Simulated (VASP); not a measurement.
# LiF (I4cm) in VASP: a series of runs

Runs on LiF. Level: PBE. Tasks: relaxation of shape and atoms at fixed volume.

Everything below comes from runs of VASP 6.6.1. Logs are shortened: lines on timing, memory, paths and dates and some standing lists are left out, and cuts for length are marked.

### 1 The cell of the first run

The structure is tetragonal, space group I4cm (No. 108). Conventional cell: a = 5.998 Å, b = 5.998 Å, c = 4.550 Å, α = 90.00°, β = 90.00°, γ = 90.00°. Within 2.3 Å of Li (site symmetry m) lie 4 F at 1.76 to 1.85 Å. Within 2.3 Å of F (site symmetry m) lie 4 Li at 1.76 to 1.85 Å.

### 2 Relaxation of shape and atoms at fixed volume, PBE (10.23 Å³/atom)

Contents of INCAR:

```
SYSTEM = LiF
PREC = Accurate ; ENCUT = 600
EDIFF = 1E-7 ; ISMEAR = 0
SIGMA = 0.02 ; LREAL = .False.
LASPH = .True. ; NELM = 100
ALGO = Normal ; ISIF = 4
LWAVE = .False. ; LCHARG = .False.
GGA = PE ; IBRION = 2
NSW = 50 ; EDIFFG = -0.01
```

Contents of KPOINTS:

```
regular mesh
0
Gamma
  6 6 6
  0 0 0
```

Contents of POSCAR:

```
LiF
1.0
   -2.9992062157      2.9992062157      2.2751167852
    2.9992062157     -2.9992062157      2.2751167852
    2.9992062157      2.9992062157     -2.2751167852
Li F
4 4
Direct
    0.4449431820      0.6536017510      0.5000000000
    0.1536017510      0.9449431820      0.5000000000
    0.9449431820      0.4449431820      0.7913414310
    0.6536017510      0.1536017510      0.2086585690
    0.3539550901      0.8539550901      0.8064551133
    0.0474999769      0.5474999769      0.1935448867
    0.8539550901      0.0474999769      0.5000000000
    0.5474999769      0.3539550901      0.5000000000
```

Potentials or basis: VASP PAW PBE potentials, release 64 (Li_sv, F).

On the command line:

```console
cat potpaw_PBE.64/Li_sv/POTCAR potpaw_PBE.64/F/POTCAR > POTCAR
mpirun -np 1 vasp_std > vasp.out
```

OUTCAR:

```text
SYSTEM = LiF
   PREC = Accurate
   ENCUT = 600
   EDIFF = 1E-7
   ISMEAR = 0
   LREAL = .False.
   LASPH = .True.
   NELM = 100
   ISIF = 4
   GGA = PE
   IBRION = 2
   NSW = 50
   EDIFFG = -0.01

 ion  position               nearest neighbor table
   1  0.445  0.654  0.500-   8 1.76   7 1.83   6 1.85   5 1.85   2 2.47
   2  0.154  0.945  0.500-   7 1.76   8 1.83   6 1.85   5 1.85   1 2.47
   3  0.945  0.445  0.791-   6 1.76   5 1.83   7 1.85   8 1.85   4 2.47
   4  0.654  0.154  0.209-   5 1.76   6 1.83   7 1.85   8 1.85   3 2.47
   5  0.354  0.854  0.806-   4 1.76   3 1.83   1 1.85   2 1.85
   6  0.047  0.547  0.194-   3 1.76   4 1.83   1 1.85   2 1.85
   7  0.854  0.047  0.500-   2 1.76   1 1.83   4 1.85   3 1.85
   8  0.547  0.354  0.500-   1 1.76   2 1.83   4 1.85   3 1.85

  LATTYP: Found a body centered tetragonal cell.
 ALAT       =     5.9984124314
 C/A-ratio  =     0.7585729762

  Lattice vectors:

 A1 = (  -2.9992062157,   2.9992062157,   2.2751167852)
 A2 = (   2.9992062157,  -2.9992062157,   2.2751167852)
 A3 = (   2.9992062157,   2.9992062157,  -2.2751167852)

Analysis of symmetry for initial positions (statically):
=====================================================================
 Subroutine PRICEL returns:
 Original cell was already a primitive cell.

 Routine SETGRP: Setting up the symmetry group for a
 body centered tetragonal supercell.

 Subroutine GETGRP returns: Found  8 space group operations
 (whereof  4 operations were pure point group operations)
 out of a pool of 16 trial point group operations.

The static configuration has the point symmetry     .
 The point group associated with its full space group is C_4v.

Analysis of symmetry for dynamics (positions and initial velocities):
=====================================================================
 Subroutine PRICEL returns:
 Original cell was already a primitive cell.

 Routine SETGRP: Setting up the symmetry group for a
 body centered tetragonal supercell.

 Subroutine GETGRP returns: Found  8 space group operations
 (whereof  4 operations were pure point group operations)
 out of a pool of 16 trial point group operations.

The dynamic configuration has the point symmetry C_4v.
 The point group associated with its full space group is C_4v.

 Subroutine INISYM returns: Found  8 space group operations
 (whereof  4 operations are pure point group operations),
 and found     1 'primitive' translations

----------------------------------------------------------------------------------------

                                     Primitive cell

  volume of cell :      81.8609

  direct lattice vectors                    reciprocal lattice vectors
    -2.999206216  2.999206216  2.275116785     0.000000000  0.166710777  0.219768938
     2.999206216 -2.999206216  2.275116785     0.166710777  0.000000000  0.219768938
     2.999206216  2.999206216 -2.275116785     0.166710777  0.166710777  0.000000000

  length of vectors
     4.813172783  4.813172783  4.813172783     0.275845735  0.275845735  0.235764642

  position of ions in fractional coordinates (direct lattice)
     0.444943182  0.653601751  0.500000000
     0.153601751  0.944943182  0.500000000
     0.944943182  0.444943182  0.791341431
     0.653601751  0.153601751  0.208658569
     0.353955090  0.853955090  0.806455113
     0.047499977  0.547499977  0.193544887
     0.853955090  0.047499977  0.500000000
     0.547499977  0.353955090  0.500000000

  ion indices of the primitive-cell ions
   primitive index   ion index
                 1           1
                 2           2
                 3           3
                 4           4
                 5           5
                 6           6
                 7           7
                 8           8

----------------------------------------------------------------------------------------

 KPOINTS: regular mesh

Automatic generation of k-mesh.
 Grid dimensions read from file:
 generate k-points for:    6    6    6

 Generating k-lattice:

  Cartesian coordinates                     Fractional coordinates (reciprocal lattice)
     0.000000000  0.027785130  0.036628156     0.166666667  0.000000000  0.000000000
     0.027785130  0.000000000  0.036628156     0.000000000  0.166666667  0.000000000
     0.027785130  0.027785130  0.000000000     0.000000000  0.000000000  0.166666667

  Length of vectors
     0.045974289  0.045974289  0.039294107

  Shift w.r.t. Gamma in fractional coordinates (k-lattice)
     0.000000000  0.000000000  0.000000000

 Subroutine IBZKPT returns following result:
 ===========================================

 Found     30 irreducible k-points:

 Following reciprocal coordinates:
            Coordinates               Weight
  0.000000  0.000000  0.000000      1.000000
  0.166667 -0.000000  0.000000      8.000000
  0.333333  0.000000  0.000000      8.000000
  0.500000 -0.000000  0.000000      4.000000
  0.166667  0.166667  0.000000      8.000000
  0.333333  0.166667  0.000000     16.000000
[... 16 lines left out ...]
 -0.333333 -0.333333  0.166667      8.000000
 -0.166667 -0.333333  0.166667      8.000000
 [... further k-points ...]
   k-points           NKPTS =     30   k-points in BZ     NKDIM =     30   number of bands    NBANDS=     25
   number of dos      NEDOS =    301   number of ions     NIONS =      8
   total plane-waves  NPLWV =  64000
   dimension x,y,z NGX =    40 NGY =   40 NGZ =   40
   dimension x,y,z NGXF=    80 NGYF=   80 NGZF=   80
   ions per type =               4   4
   NGX,Y,Z   is equivalent  to a cutoff of  13.82, 13.82, 13.82 a.u.
   NGXF,Y,Z  is equivalent  to a cutoff of  27.63, 27.63, 27.63 a.u.
 SYSTEM =  LiF
   PREC   = accura    normal or accurate (medium, high low for compatibility)
   ISTART =      0    job   : 0-new  1-cont  2-samecut
   ICHARG =      2    charge: 1-file 2-atom 10-const
   ISPIN  =      1    spin polarized calculation?
   LNONCOLLINEAR =      F non collinear calculations
   LSORBIT =      F    spin-orbit coupling
   LASPH  =      T    aspherical Exc in radial PAW
   ENCUT  =  600.0 eV  44.10 Ry    6.64 a.u.   9.61  9.61  9.61*2*pi/ulx,y,z
   NELM   =    100;   NELMIN=  2; NELMDL= -5     # of ELM steps
   EDIFF  = 0.1E-06   stopping-criterion for ELM
   LREAL  =      F    real-space projection
   EDIFFG = -.1E-01   stopping-criterion for IOM
   NSW    =     50    number of steps for IOM
   IBRION =      2    ionic relax: 0-MD 1-quasi-New 2-CG
   NFREE  =      1    steps in history (QN), initial steepest desc. (CG)
   ISIF   =      4    stress and relaxation
   ISYM   =      2    0-nonsym 1-usesym 2-fastsym
   POTIM  = 0.5000    time-step for ionic-motion
   TEBEG  =    0.0;   TEEND  =   0.0 temperature during run
   PSTRESS=    0.0 pullay stress
   NELECT =      40.0000    total number of electrons
   NUPDOWN=      -1.0000    fix difference up-down
   EMIN   =  10.00;   EMAX   =-10.00  energy-range for DOS
   EFERMI =   0.00;   METHOD = LEGACY
   ISMEAR =     0;   SIGMA  =   0.02  broadening in eV -4-tet -1-fermi 0-gaus
   EFERMI_NEDOS =   21; number of points for ismear=-14 and -15
   IALGO  =     38    algorithm
   IMIX   =      4    mixing-type and parameters
     AMIX     =   0.40;   BMIX     =  1.00
     AMIX_MAG =   1.60;   BMIX_MAG =  1.00
  volume/ion in A,a.u.               =      10.23        69.05
  Fermi-wavevector in a.u.,A,eV,Ry     =   1.289445  2.436697 22.621966  1.662668
  Thomas-Fermi vector in A             =   2.421337
   LORBIT       =      0    0 simple, 1 ext, 2 COOP (PROOUT), +10 PAW based schemes
   GGA     = PE    functional components
   LHFCALC =     F    Hartree Fock is set to
   AEXX    =    0.0000 exact exchange contribution
   IVDW    =     0    specifies the selected vdW correction
   LEPSILON=     F    determine dielectric tensor
   LRPA    =     F    only Hartree local field effects (RPA)
 conjugate gradient relaxation of ions
 non-spin polarized calculation
 Gauss-broadening in eV      SIGMA  =   0.02
  energy-cutoff  :      600.00
  volume of cell :       81.86
 maximum number of plane-waves:      2744
 NGX is ok and might be reduce to    40
   NGX = 19   NGY = 19   NGZ = 19

--------------------------------------- Ionic step        1  -------------------------------------------

 number of electron      40.0000009 magnetization

 Free energy of the ion-electron system (eV)
  ---------------------------------------------------
  ext. energy  EPLUGINS =         0.00000000
  ---------------------------------------------------
  free energy    TOTEN  =       -38.11039604 eV

  energy without entropy =      -38.11039604  energy(sigma->0) =      -38.11039604

------------------------ aborting loop because EDIFF is reached ----------------------------------------

  FORCE on cell =-STRESS in cart. coord.  units (eV):
  Direction    XX          YY          ZZ          XY          YZ          ZX
  --------------------------------------------------------------------------------------
  -------------------------------------------------------------------------------------
  Total        3.6778908      3.6778908      3.4493124      0.0000000      0.0000000     -0.0000000
  in kB       71.9835188     71.9835188     67.5097920      0.0000000      0.0000000     -0.0000000
  external PRESSURE =      70.4922765 kB  Pullay stress =       0.0000000 kB
[... 107 lines left out ...]
  FREE ENERGIE OF THE ION-ELECTRON SYSTEM (eV)
  ---------------------------------------------------
  free  energy   TOTEN  =       -38.1117894685 eV

  energy  without entropy=      -38.1117894685  energy(sigma->0) =      -38.11178947

[... ionic steps 4 to 30 ...]

--------------------------------------- Ionic step       31  -------------------------------------------

 number of electron      39.9999988 magnetization

------------------------ aborting loop because EDIFF is reached ----------------------------------------
[... 79 lines left out ...]
--------------------------------------- Ionic step       33  -------------------------------------------

 number of electron      39.9999990 magnetization

 Free energy of the ion-electron system (eV)
  ---------------------------------------------------
  ext. energy  EPLUGINS =         0.00000000
  ---------------------------------------------------
  free energy    TOTEN  =       -38.30806073 eV

  energy without entropy =      -38.30806073  energy(sigma->0) =      -38.30806073

 E-fermi :  -2.1892     XC(G=0):  -8.4990

 val. band max:       -2.3200860411   @ k =   0.0000   0.0000   0.0000
 cond. band min:       4.7967619663   @ k =   0.0000   0.0000   0.0000
 fundamental gap:      7.1168480074
 Fermi energy:        -2.1891887620

 k-point     1 :       0.0000    0.0000    0.0000
  band No.  band energies     occupation
      1     -43.1305      2.00000
      2     -43.0617      2.00000
      3     -43.0460      2.00000
      4     -43.0460      2.00000
      5     -22.2396      2.00000
      6     -21.8872      2.00000
[... 661 lines left out ...]
     24       9.9610      0.00000
     25      10.1063      0.00000

 [... further k-points ...]

------------------------ aborting loop because EDIFF is reached ----------------------------------------

  FORCE on cell =-STRESS in cart. coord.  units (eV):
  Direction    XX          YY          ZZ          XY          YZ          ZX
  --------------------------------------------------------------------------------------
  -------------------------------------------------------------------------------------
  Total        2.0622843      2.0622843      2.0318051      0.0000000     -0.0000000      0.0000000
  in kB       40.3629389     40.3629389     39.7664006      0.0000000     -0.0000000      0.0000000
  external PRESSURE =      40.1640928 kB  Pullay stress =       0.0000000 kB
[... 23 lines left out ...]
  FREE ENERGIE OF THE ION-ELECTRON SYSTEM (eV)
  ---------------------------------------------------
  free  energy   TOTEN  =       -38.3080607295 eV

  energy  without entropy=      -38.3080607295  energy(sigma->0) =      -38.30806073

 reached required accuracy - stopping structural energy minimisation
```

It took 13 min on 1 thread of Intel Xeon 6975P-C (Granite Rapids), shared host; peak memory 0.29 GiB.

Results:

```
Free energy                  : -38.3081 eV
Energy gained by relaxing    : 24.7 meV/atom
Ionic steps                  : 33
Pressure after relaxing      : 4.0 GPa
Largest force after relaxing : 0.009 eV/Å
Band gap on the k mesh       : 7.12 eV
```

Forces in eV/Å, atoms in the order of the input:
```
Li   0.004 -0.004 -0.008
Li  -0.004  0.004 -0.008
Li  -0.004 -0.004 -0.008
Li   0.004  0.004 -0.008
F    0.002  0.002  0.008
F   -0.002 -0.002  0.008
F   -0.002  0.002  0.008
F    0.002 -0.002  0.008
```

Step by step:
```csv
step,energy change (eV),largest force (eV/Å),pressure (GPa),volume (Å³)
1,0.0000,0.0277,7.05,81.86
2,-0.0004,0.0236,7.03,81.86
3,-0.0014,0.0381,6.97,81.86
4,-0.0018,0.1095,6.84,81.86
5,-0.0019,0.0892,6.87,81.86
6,-0.0021,0.0875,6.87,81.86
7,-0.0028,0.0831,6.83,81.86
8,-0.0041,0.0749,6.77,81.86
9,-0.0063,0.0855,6.65,81.86
10,-0.0095,0.1821,6.38,81.86
11,-0.0135,0.3784,5.84,81.86
12,-0.0140,0.7223,4.98,81.86
13,-0.0129,0.5447,5.44,81.86
14,-0.0131,0.5466,5.43,81.86
15,-0.0137,0.5526,5.40,81.86
16,-0.0150,0.5645,5.35,81.86
17,-0.0177,0.5879,5.25,81.86
18,-0.0231,0.6330,5.07,81.86
19,-0.0324,0.7134,4.78,81.86
20,-0.0071,0.8214,4.83,81.86
21,-0.0306,0.7364,4.76,81.86
22,-0.0312,0.7602,4.71,81.86
23,-0.0389,0.7535,4.65,81.86
24,-0.0499,0.7275,4.61,81.86
25,-0.0624,0.6948,4.56,81.86
26,-0.0966,0.5966,4.42,81.86
27,-0.1497,0.4003,4.19,81.86
28,-0.1927,0.1459,3.99,81.86
29,-0.1951,0.0946,4.00,81.86
30,-0.1969,0.0288,4.03,81.86
31,-0.1969,0.0318,4.03,81.86
32,-0.1972,0.0259,4.02,81.86
33,-0.1977,0.0093,4.02,81.86
```

Final structure:
```cif
data_structure
_symmetry_space_group_name_H-M 'P 1'
_symmetry_Int_Tables_number 1
_cell_length_a 4.9632
_cell_length_b 4.9632
_cell_length_c 4.9632
_cell_angle_alpha 99.098
_cell_angle_beta 99.098
_cell_angle_gamma 133.137
_cell_volume 81.86
loop_
_atom_site_label
_atom_site_type_symbol
_atom_site_fract_x
_atom_site_fract_y
_atom_site_fract_z
_atom_site_occupancy
Li1 Li 0.39701 0.60400 0.50000 1
Li2 Li 0.10400 0.89701 0.50000 1
Li3 Li 0.89701 0.39701 0.79301 1
Li4 Li 0.60400 0.10400 0.20699 1
F1 F 0.40020 0.90020 0.80141 1
F2 F 0.09879 0.59879 0.19859 1
F3 F 0.90020 0.09879 0.50000 1
F4 F 0.59879 0.40020 0.50000 1
```

Levels at points of the mesh, in eV from the valence-band top:
```csv
k point,band 18,band 19,band 20,band 21,band 22,band 23
"(0.00, 0.00, 0.00)",-0.31,-0.31,0.00,7.12,12.63,12.63
"(0.50, 0.00, 0.00)",-0.46,-0.18,-0.18,9.77,9.77,12.28
"(0.50, 0.50, 0.00)",-0.42,-0.40,-0.29,8.11,10.80,13.27
"(0.50, 0.50, 0.50)",-0.74,-0.74,-0.44,9.08,11.61,11.61
```

Caveat: the cutoff is under 1.25 times the usual one of these potentials, so pressure, stress and relaxed cells hold a basis-set (Pulay) error.

### 3 Relaxation of shape and atoms at fixed volume, PBE (10.58 Å³/atom)

This run uses another cell than the first one, of 10.58 Å³/atom.

Contents of INCAR:

```
SYSTEM = LiF
PREC = Accurate ; ENCUT = 600
EDIFF = 1E-6 ; ISMEAR = 0
SIGMA = 0.02 ; LREAL = .FALSE.
LASPH = .TRUE. ; NELM = 100
ALGO = Normal ; ISIF = 4
LWAVE = .FALSE. ; LCHARG = .FALSE.
GGA = PE ; IBRION = 2
NSW = 50 ; EDIFFG = -0.01
```

Contents of KPOINTS:

```
Automatic mesh
0
G
  6 6 6
  0 0 0
```

Contents of POSCAR:

```
LiF
1.0
   -3.0070477263      3.0070477263      2.3404233781
    3.0070477263     -3.0070477263      2.3404233781
    3.0070477263      3.0070477263     -2.3404233781
Li F
4 4
Direct
    0.4496059536      0.6578740758      0.5000000000
    0.1578740758      0.9496059536      0.5000000000
    0.9496059536      0.4496059536      0.7917318778
    0.6578740758      0.1578740758      0.2082681222
    0.3496032303      0.8496032303      0.8066864900
    0.0429167403      0.5429167403      0.1933135100
    0.8496032303      0.0429167403      0.5000000000
    0.5429167403      0.3496032303      0.5000000000
```

Potentials or basis: VASP PAW PBE potentials, release 64 (Li_sv, F).

On the command line:

```console
cat potpaw_PBE.64/Li_sv/POTCAR potpaw_PBE.64/F/POTCAR > POTCAR
mpirun -np 1 vasp_std > vasp.out
```

Run time: 9.5 min. Hardware: 1 thread of Intel Xeon 6975P-C (Granite Rapids), shared host; peak memory 0.26 GiB.

It converged, with:

```yaml
Free_energy: -38.3670 eV
Energy_gained_by_relaxing: 18.5 meV/atom
Ionic_steps: 25
Pressure_after_relaxing: 1.9 GPa
Largest_force_after_relaxing: 0.009 eV/Å
Band_gap_on_the_k_mesh: 7.03 eV
```

Forces in eV/Å, atoms in the order of the input:
```
Li  -0.003  0.003 -0.008
Li   0.003 -0.003 -0.008
Li   0.003  0.003 -0.008
Li  -0.003 -0.003 -0.008
F    0.003  0.003  0.008
F   -0.003 -0.003  0.008
F   -0.003  0.003  0.008
F    0.003 -0.003  0.008
```

Step by step:
| step | energy change (eV) | largest force (eV/Å) | pressure (GPa) | volume (Å³) |
| --- | --- | --- | --- | --- |
| 1 | 0.0000 | 0.0237 | 4.89 | 84.65 |
| 2 | -0.0002 | 0.0174 | 4.87 | 84.65 |
| 3 | -0.0006 | 0.0256 | 4.82 | 84.65 |
| 4 | -0.0007 | 0.0382 | 4.81 | 84.65 |
| 5 | -0.0009 | 0.0333 | 4.81 | 84.65 |
| 6 | -0.0013 | 0.0228 | 4.79 | 84.65 |
| 7 | -0.0014 | 0.0653 | 4.74 | 84.65 |
| 8 | -0.0015 | 0.0500 | 4.76 | 84.65 |
| 9 | -0.0017 | 0.0483 | 4.75 | 84.65 |
| 10 | -0.0023 | 0.0436 | 4.72 | 84.65 |
| 11 | -0.0035 | 0.0349 | 4.65 | 84.65 |
| 12 | -0.0059 | 0.0215 | 4.48 | 84.65 |
| 13 | -0.0129 | 0.0407 | 4.07 | 84.65 |
| 14 | -0.0478 | 0.1431 | 3.11 | 84.65 |
| 15 | -0.0602 | 0.2540 | 2.82 | 84.65 |
| 16 | -0.0624 | 0.2347 | 2.82 | 84.65 |
| 17 | -0.0953 | 0.2795 | 2.41 | 84.65 |
| 18 | -0.0930 | 0.2736 | 2.48 | 84.65 |
| 19 | -0.0968 | 0.2803 | 2.42 | 84.65 |
| 20 | -0.0962 | 0.2787 | 2.43 | 84.65 |
| 21 | -0.1265 | 0.1499 | 2.18 | 84.65 |
| 22 | -0.1454 | 0.0992 | 1.91 | 84.65 |
| 23 | -0.1478 | 0.0248 | 1.91 | 84.65 |
| 24 | -0.1480 | 0.0135 | 1.92 | 84.65 |
| 25 | -0.1481 | 0.0089 | 1.92 | 84.65 |

Final structure:
```yaml
crystal:
  lattice:
    - [-3.25881, 3.25881, 1.99277]
    - [3.25881, -3.25881, 1.99277]
    - [3.25881, 3.25881, -1.99277]
  atoms:
    - { symbol: Li, position: [0.39699, 0.60428, 0.50000] }
    - { symbol: Li, position: [0.10428, 0.89699, 0.50000] }
    - { symbol: Li, position: [0.89699, 0.39699, 0.79271] }
    - { symbol: Li, position: [0.60428, 0.10428, 0.20729] }
    - { symbol: F, position: [0.39986, 0.89986, 0.80099] }
    - { symbol: F, position: [0.09887, 0.59887, 0.19901] }
    - { symbol: F, position: [0.89986, 0.09887, 0.50000] }
    - { symbol: F, position: [0.59887, 0.39986, 0.50000] }
```

Levels at points of the mesh, in eV from the valence-band top:
```tsv
k point	band 16	band 17	band 18	band 19	band 20	band 21	band 22	band 23	band 24	band 25
(0.00, 0.00, 0.00)	-1.20	-0.46	-0.29	-0.29	0.00	7.03	12.44	12.44	13.66	15.02
(0.50, 0.00, 0.00)	-1.04	-0.44	-0.44	-0.16	-0.16	9.67	9.67	12.06	12.06	13.42
(0.50, 0.50, 0.00)	-0.93	-0.70	-0.39	-0.38	-0.26	8.03	10.53	13.07	14.33	14.60
(0.50, 0.50, 0.50)	-0.76	-0.76	-0.71	-0.71	-0.41	8.99	11.38	11.38	12.67	14.83
```

Caveat: the cutoff is under 1.25 times the usual one of these potentials, so pressure, stress and relaxed cells hold a basis-set (Pulay) error. A k mesh can miss the band edges.
